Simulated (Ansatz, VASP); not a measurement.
GeCN2 in VASP and in Ansatz

```xyz
4
Lattice="1.7938 1.0356 4.9220 -1.7938 1.0356 4.9220 0.0000 -2.0713 4.9220" Properties=species:S:1:pos:R:3 pbc="T T T"
Ge    0.0000    0.0000    0.0000
N     0.0000    0.0000    8.6219
N     0.0000    0.0000    6.1440
C     0.0000    0.0000    7.3829
```

Alike in both runs: functional PBEsol; k mesh 7 × 7 × 7; occupations fermi-dirac, width 0.05 eV; no spin polarisation.

|  | VASP | Ansatz |
| --- | --- | --- |
| version | VASP 6.6.1 | Ansatz 0.2.0 |
| potentials or method | VASP PAW PBE potentials, release 64 (Ge_d, N, C), cutoff 520 eV | all-electron LAPW, scalar-relativistic |
| task | single point | band structure |

Ansatz gave:

- gap on the k mesh at the Fermi level (eV): 1.07
- least direct gap on the mesh (eV): 1.87
- pressure (GPa): -3.3
- traceless stress, the component that is largest in VASP (GPa): -0.22
- rms of the force components (eV/Å): 0.019

What did VASP give for the same quantities?

gap on the k mesh at the Fermi level (eV): 1.06; least direct gap on the mesh (eV): 1.86; pressure (GPa): -3.1; traceless stress, the component that is largest in VASP (GPa): 0.55; rms of the force components (eV/Å): 0.078.

VASP's potentials were made for PBE, not for PBEsol. Atom by atom the forces differ by 0.059 eV/Å (rms over components). Ansatz ran all-electron here, and VASP with PAW potentials.

Noted on VASP's run: the standard files for N, O and F lose accuracy on very short bonds.
